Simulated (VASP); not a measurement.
# LiF (P6_3mc) in VASP: further runs

The runs below take LiF through single point, with PBE.

Program: VASP 6.6.1. These are calculated values, not measurements. Logs are shortened: lines on timing, memory, paths and dates and some standing lists are left out, and cuts for length are marked.

### 1 The cell of the first run

It takes space group P6_3mc (No. 186, hexagonal). The conventional cell has a = 3.029 Å, b = 3.029 Å, c = 4.704 Å, α = 90.00°, β = 90.00°, γ = 120.00°. Li (site symmetry 3m) has 4 F at 1.82 to 1.83 Å within 2.4 Å. Within 2.4 Å of F (site symmetry 3m) lie 4 Li at 1.82 to 1.83 Å.

### 2 Single point, PBE (9.34 Å³/atom)

INCAR reads:

```
SYSTEM = LiF
PREC = Accurate ; ENCUT = 750
EDIFF = 1E-6 ; ISMEAR = 0
SIGMA = 0.01 ; LREAL = .FALSE.
LASPH = .TRUE. ; NELM = 120
ALGO = Normal ; ISIF = 2
LWAVE = .FALSE. ; LCHARG = .TRUE.
GGA = PE ; LELF = .TRUE.
LVHAR = .TRUE. ; NBANDS = 18
GGA_COMPAT = .FALSE.
```

KPOINTS reads:

```
regular mesh
0
G
  6 6 4
  0 0 0
```

POSCAR reads:

```
LiF
1.0
    3.0287819914      0.0000000000      0.0000000000
   -1.5143909957      2.6230021471      0.0000000000
    0.0000000000      0.0000000000      4.7042198185
Li F
2 2
Direct
    0.3333333333      0.6666666667     -0.0074305302
    0.6666666667      0.3333333333      0.4925694698
    0.3333333333      0.6666666667      0.3824305302
    0.6666666667      0.3333333333      0.8824305302
```

Potentials or basis: VASP PAW PBE potentials, release 64 (Li_sv, F).

Launch:

```bash
$ cat potpaw_PBE.64/Li_sv/POTCAR potpaw_PBE.64/F/POTCAR > POTCAR
$ mpirun -np 1 vasp_std > vasp.out
```

OUTCAR:

```text
SYSTEM = LiF
   PREC = Accurate
   ENCUT = 750
   EDIFF = 1E-6
   ISMEAR = 0
   LREAL = .FALSE.
   LASPH = .TRUE.
   NELM = 120
   ISIF = 2
   GGA = PE

 ion  position               nearest neighbor table
   1  0.333  0.667  0.993-   4 1.82   4 1.82   4 1.82   3 1.83
   2  0.667  0.333  0.493-   3 1.82   3 1.82   3 1.82   4 1.83
   3  0.333  0.667  0.382-   2 1.82   2 1.82   2 1.82   1 1.83
   4  0.667  0.333  0.882-   1 1.82   1 1.82   1 1.82   2 1.83

  LATTYP: Found a hexagonal cell.
 ALAT       =     3.0287819914
 C/A-ratio  =     1.5531721437

  Lattice vectors:

 A1 = (   3.0287819914,   0.0000000000,   0.0000000000)
 A2 = (  -1.5143909957,   2.6230021471,   0.0000000000)
 A3 = (   0.0000000000,   0.0000000000,   4.7042198185)

Analysis of symmetry for initial positions (statically):
=====================================================================
 Subroutine PRICEL returns:
 Original cell was already a primitive cell.

 Routine SETGRP: Setting up the symmetry group for a
 hexagonal supercell.

 Subroutine GETGRP returns: Found 12 space group operations
 (whereof  6 operations were pure point group operations)
 out of a pool of 24 trial point group operations.

The static configuration has the point symmetry C_3v.
 The point group associated with its full space group is C_6v.

Analysis of symmetry for dynamics (positions and initial velocities):
=====================================================================
 Subroutine PRICEL returns:
 Original cell was already a primitive cell.

 Routine SETGRP: Setting up the symmetry group for a
 hexagonal supercell.

 Subroutine GETGRP returns: Found 12 space group operations
 (whereof  6 operations were pure point group operations)
 out of a pool of 24 trial point group operations.

The dynamic configuration has the point symmetry C_3v.
 The point group associated with its full space group is C_6v.

 Subroutine INISYM returns: Found 12 space group operations
 (whereof  6 operations are pure point group operations),
 and found     1 'primitive' translations

----------------------------------------------------------------------------------------

                                     Primitive cell

  volume of cell :      37.3727

  direct lattice vectors                    reciprocal lattice vectors
     3.028781991  0.000000000  0.000000000     0.330165724  0.190621270  0.000000000
    -1.514390996  2.623002147  0.000000000     0.000000000  0.381242540  0.000000000
     0.000000000  0.000000000  4.704219819     0.000000000  0.000000000  0.212575100

  length of vectors
     3.028781991  3.028781991  4.704219819     0.381242540  0.381242540  0.212575100

  position of ions in fractional coordinates (direct lattice)
     0.333333333  0.666666667  0.992569470
     0.666666667  0.333333333  0.492569470
     0.333333333  0.666666667  0.382430530
     0.666666667  0.333333333  0.882430530

  ion indices of the primitive-cell ions
   primitive index   ion index
                 1           1
                 2           2
                 3           3
                 4           4

----------------------------------------------------------------------------------------

 KPOINTS: regular mesh

Automatic generation of k-mesh.
 Grid dimensions read from file:
 generate k-points for:    6    6    4

 Generating k-lattice:

  Cartesian coordinates                     Fractional coordinates (reciprocal lattice)
     0.055027621  0.031770212  0.000000000     0.166666667  0.000000000  0.000000000
     0.000000000  0.063540423  0.000000000     0.000000000  0.166666667  0.000000000
     0.000000000  0.000000000  0.053143775     0.000000000  0.000000000  0.250000000

  Length of vectors
     0.063540423  0.063540423  0.053143775

  Shift w.r.t. Gamma in fractional coordinates (k-lattice)
     0.000000000  0.000000000  0.000000000

 Subroutine IBZKPT returns following result:
 ===========================================

 Found     21 irreducible k-points:

 Following reciprocal coordinates:
            Coordinates               Weight
  0.000000  0.000000  0.000000      1.000000
  0.166667  0.000000  0.000000      6.000000
  0.333333  0.000000  0.000000      6.000000
  0.500000  0.000000  0.000000      3.000000
  0.166667  0.166667  0.000000      6.000000
  0.333333  0.166667  0.000000     12.000000
[... 13 lines left out ...]
  0.333333  0.166667  0.500000     12.000000
  0.333333  0.333333  0.500000      2.000000
   k-points           NKPTS =     21   k-points in BZ     NKDIM =     21   number of bands    NBANDS=     18
   number of dos      NEDOS =    301   number of ions     NIONS =      4
   total plane-waves  NPLWV =  32928
   dimension x,y,z NGX =    28 NGY =   28 NGZ =   42
   dimension x,y,z NGXF=    56 NGYF=   56 NGZF=   84
   ions per type =               2   2
   NGX,Y,Z   is equivalent  to a cutoff of  15.37, 15.37, 14.84 a.u.
   NGXF,Y,Z  is equivalent  to a cutoff of  30.74, 30.74, 29.69 a.u.
 SYSTEM =  LiF
   PREC   = accura    normal or accurate (medium, high low for compatibility)
   ISTART =      0    job   : 0-new  1-cont  2-samecut
   ICHARG =      2    charge: 1-file 2-atom 10-const
   ISPIN  =      1    spin polarized calculation?
   LNONCOLLINEAR =      F non collinear calculations
   LSORBIT =      F    spin-orbit coupling
   LASPH  =      T    aspherical Exc in radial PAW
   ENCUT  =  750.0 eV  55.12 Ry    7.42 a.u.   6.76  6.76 10.50*2*pi/ulx,y,z
   NELM   =    120;   NELMIN=  2; NELMDL= -5     # of ELM steps
   EDIFF  = 0.1E-05   stopping-criterion for ELM
   LREAL  =      F    real-space projection
   EDIFFG = 0.1E-04   stopping-criterion for IOM
   NSW    =      0    number of steps for IOM
   IBRION =     -1    ionic relax: 0-MD 1-quasi-New 2-CG
   NFREE  =      0    steps in history (QN), initial steepest desc. (CG)
   ISIF   =      2    stress and relaxation
   ISYM   =      2    0-nonsym 1-usesym 2-fastsym
   POTIM  = 0.5000    time-step for ionic-motion
   TEBEG  =    0.0;   TEEND  =   0.0 temperature during run
   PSTRESS=    0.0 pullay stress
   NELECT =      20.0000    total number of electrons
   NUPDOWN=      -1.0000    fix difference up-down
   EMIN   =  10.00;   EMAX   =-10.00  energy-range for DOS
   EFERMI =   0.00;   METHOD = LEGACY
   ISMEAR =     0;   SIGMA  =   0.01  broadening in eV -4-tet -1-fermi 0-gaus
   EFERMI_NEDOS =   21; number of points for ismear=-14 and -15
   IALGO  =     38    algorithm
   IMIX   =      4    mixing-type and parameters
     AMIX     =   0.40;   BMIX     =  1.00
     AMIX_MAG =   1.60;   BMIX_MAG =  1.00
  volume/ion in A,a.u.               =       9.34        63.05
  Fermi-wavevector in a.u.,A,eV,Ry     =   1.329128  2.511687 24.035790  1.766581
  Thomas-Fermi vector in A             =   2.458313
   LORBIT       =      0    0 simple, 1 ext, 2 COOP (PROOUT), +10 PAW based schemes
   GGA     = PE    functional components
   LHFCALC =     F    Hartree Fock is set to
   AEXX    =    0.0000 exact exchange contribution
   IVDW    =     0    specifies the selected vdW correction
   LEPSILON=     F    determine dielectric tensor
   LRPA    =     F    only Hartree local field effects (RPA)
 non-spin polarized calculation
 Gauss-broadening in eV      SIGMA  =   0.01
  energy-cutoff  :      750.00
  volume of cell :       37.37
 maximum number of plane-waves:      1773
 NGX is ok and might be reduce to    28
   NGX = 13   NGY = 13   NGZ = 21

 number of electron      19.9999993 magnetization

 Free energy of the ion-electron system (eV)
  ---------------------------------------------------
  ext. energy  EPLUGINS =         0.00000000
  ---------------------------------------------------
  free energy    TOTEN  =       -19.23240960 eV

  energy without entropy =      -19.23240960  energy(sigma->0) =      -19.23240960

 E-fermi :  -2.0760     XC(G=0):  -9.1041

 val. band max:       -2.1600002051   @ k =   0.0000   0.0000   0.0000
 cond. band min:       5.9601861306   @ k =   0.0000   0.0000   0.0000
 fundamental gap:      8.1201863357
 Fermi energy:        -2.0759840537

 k-point     1 :       0.0000    0.0000    0.0000
  band No.  band energies     occupation
      1     -42.4559      2.00000
      2     -42.4013      2.00000
      3     -21.7282      2.00000
      4     -21.4520      2.00000
      5      -4.5383      2.00000
      6      -2.7124      2.00000
[... 10 lines left out ...]
     17      17.9837      0.00000
     18      18.9406      0.00000

 k-point     2 :       0.1667    0.0000    0.0000
  band No.  band energies     occupation
      1     -42.4454      2.00000
      2     -42.3974      2.00000
      3     -21.6904      2.00000
      4     -21.4466      2.00000
      5      -4.3925      2.00000
      6      -3.0219      2.00000
[... 10 lines left out ...]
     17      18.3241      0.00000
     18      18.4652      0.00000

 k-point     3 :       0.3333    0.0000    0.0000
  band No.  band energies     occupation
      1     -42.4226      2.00000
      2     -42.3914      2.00000
      3     -21.6023      2.00000
      4     -21.4459      2.00000
      5      -4.1965      2.00000
      6      -3.5571      2.00000
[... 10 lines left out ...]
     17      17.9304      0.00000
     18      19.0275      0.00000

 k-point     4 :       0.5000    0.0000    0.0000
  band No.  band energies     occupation
      1     -42.4086      2.00000
      2     -42.3909      2.00000
      3     -21.5407      2.00000
      4     -21.4619      2.00000
      5      -4.3684      2.00000
      6      -3.5111      2.00000
[... 312 lines left out ...]
      4     -21.5406      2.00000
      5      -3.7164      2.00000
      6      -3.7164      2.00000
[... 10 lines left out ...]
     17      18.3468      0.00000
     18      18.3468      0.00000

 k-point    20 :       0.3333    0.1667    0.5000
  band No.  band energies     occupation
      1     -42.3997      2.00000
      2     -42.3997      2.00000
      3     -21.5050      2.00000
      4     -21.5050      2.00000
      5      -3.9778      2.00000
      6      -3.9778      2.00000
[... 10 lines left out ...]
     17      18.7925      0.00000
     18      18.7925      0.00000

 k-point    21 :       0.3333    0.3333    0.5000
  band No.  band energies     occupation
      1     -42.3961      2.00000
      2     -42.3961      2.00000
      3     -21.4924      2.00000
      4     -21.4924      2.00000
      5      -3.8845      2.00000
      6      -3.8845      2.00000
[... 10 lines left out ...]
     17      19.7191      0.00000
     18      19.7191      0.00000

------------------------ aborting loop because EDIFF is reached ----------------------------------------

  FORCE on cell =-STRESS in cart. coord.  units (eV):
  Direction    XX          YY          ZZ          XY          YZ          ZX
  --------------------------------------------------------------------------------------
  -------------------------------------------------------------------------------------
  Total        1.4884832      1.4884832      1.4491732      0.0000000      0.0000000      0.0000000
  in kB       63.8116890     63.8116890     62.1264582      0.0000000      0.0000000      0.0000000
  external PRESSURE =      63.2499454 kB  Pullay stress =       0.0000000 kB

 VOLUME and BASIS-vectors are now :
 -----------------------------------------------------------------------------
  energy-cutoff  :      750.00
  volume of cell :       37.37
      direct lattice vectors                 reciprocal lattice vectors
     3.028781991  0.000000000  0.000000000     0.330165724  0.190621270  0.000000000
    -1.514390996  2.623002147  0.000000000     0.000000000  0.381242540  0.000000000
     0.000000000  0.000000000  4.704219819     0.000000000  0.000000000  0.212575100

 POSITION                                       TOTAL-FORCE (eV/Angst)
 -----------------------------------------------------------------------------------
     -0.00000      1.74867      4.66926         0.000000     -0.000000     -0.015490
      1.51439      0.87433      2.31716        -0.000000      0.000000     -0.015490
     -0.00000      1.74867      1.79904        -0.000000      0.000000      0.015490
      1.51439      0.87433      4.15115        -0.000000     -0.000000      0.015490
 -----------------------------------------------------------------------------------
    total drift:                               -0.000000     -0.000000     -0.001035

  FREE ENERGIE OF THE ION-ELECTRON SYSTEM (eV)
  ---------------------------------------------------
  free  energy   TOTEN  =       -19.2324095979 eV

  energy  without entropy=      -19.2324095979  energy(sigma->0) =      -19.23240960
```

It took 9.3 s on 1 thread of Intel Xeon 6975P-C (Granite Rapids), shared host; peak memory 0.17 GiB.

What came out:

```yaml
Free_energy: -19.2324 eV
Pressure: 6.3 GPa
Largest_force: 0.015 eV/Å
Band_gap_on_the_k_mesh: 8.12 eV
```

Forces in eV/Å, atoms in the order of the input:
```
Li   0.000  0.000 -0.015
Li   0.000  0.000 -0.015
F    0.000  0.000  0.015
F    0.000  0.000  0.015
```

Levels at points of the mesh, in eV from the valence-band top:
```csv
k point,band 8,band 9,band 10,band 11,band 12,band 13
"(0.00, 0.00, 0.00)",-0.19,-0.19,0.00,8.12,12.53,15.92
"(0.50, 0.00, 0.00)",-1.13,-0.60,-0.44,11.54,12.59,15.37
"(0.00, 0.00, 0.50)",-0.37,-0.37,-0.37,9.87,9.87,18.24
"(0.50, 0.00, 0.50)",-0.80,-0.61,-0.61,11.48,11.48,15.40
```

Caveat: the cell stands under pressure.

### 3 Single point, PBE

This run uses another cell than the first one, of 9.83 Å³/atom.

INCAR reads:

```
SYSTEM = LiF
  PREC = Accurate
  ENCUT = 750
  EDIFF = 1E-6
  ISMEAR = 0
  SIGMA = 0.01
  LREAL = .False.
  LASPH = .True.
  NELM = 120
  ALGO = Normal
  ISIF = 2
  LWAVE = .False.
  LCHARG = .False.
  GGA = PE
  NBANDS = 18
  GGA_COMPAT = .False.
```

KPOINTS reads:

```
Automatic mesh
0
Gamma
  6 6 4
  0 0 0
```

POSCAR reads:

```
LiF
1.0
    3.0810126348      0.0000000000      0.0000000000
   -1.5405063174      2.6682352111      0.0000000000
    0.0000000000      0.0000000000      4.7853429988
Li F
2 2
Direct
    0.3333333333      0.6666666667     -0.0074305302
    0.6666666667      0.3333333333      0.4925694698
    0.3333333333      0.6666666667      0.3824305302
    0.6666666667      0.3333333333      0.8824305302
```

Potentials or basis: VASP PAW PBE potentials, release 64 (Li_sv, F).

Launch:

```bash
$ cat potpaw_PBE.64/Li_sv/POTCAR potpaw_PBE.64/F/POTCAR > POTCAR
$ mpirun -np 1 vasp_std > vasp.out
```

Wall time 10 s (1 thread of Intel Xeon 6975P-C (Granite Rapids), shared host); peak memory 0.17 GiB.

Results (log left out):

| Property | Result |
| --- | --- |
| Free energy | -19.2927 eV |
| Pressure | 2.6 GPa |
| Largest force | 0.003 eV/Å |
| Band gap on the k mesh | 7.84 eV |

Forces in eV/Å, atoms in the order of the input:
```
Li   0.000  0.000 -0.003
Li   0.000  0.000 -0.003
F    0.000  0.000  0.003
F    0.000  0.000  0.003
```

Levels at points of the mesh, in eV from the valence-band top:
```
           k point  band 6  band 7  band 8  band 9  band 10  band 11  band 12  band 13  band 14  band 15
(0.00, 0.00, 0.00)   -0.52   -0.52   -0.18   -0.18     0.00     7.84    12.18    15.40    18.56    18.56
(0.50, 0.00, 0.00)   -1.27   -1.08   -1.05   -0.56    -0.41    11.27    12.31    14.93    15.13    17.40
(0.00, 0.00, 0.50)   -1.17   -0.35   -0.35   -0.35    -0.35     9.56     9.56    17.79    17.79    18.82
(0.50, 0.00, 0.50)   -1.82   -0.74   -0.74   -0.57    -0.57    11.24    11.24    14.99    14.99    19.13
```

A k mesh can miss the band edges.
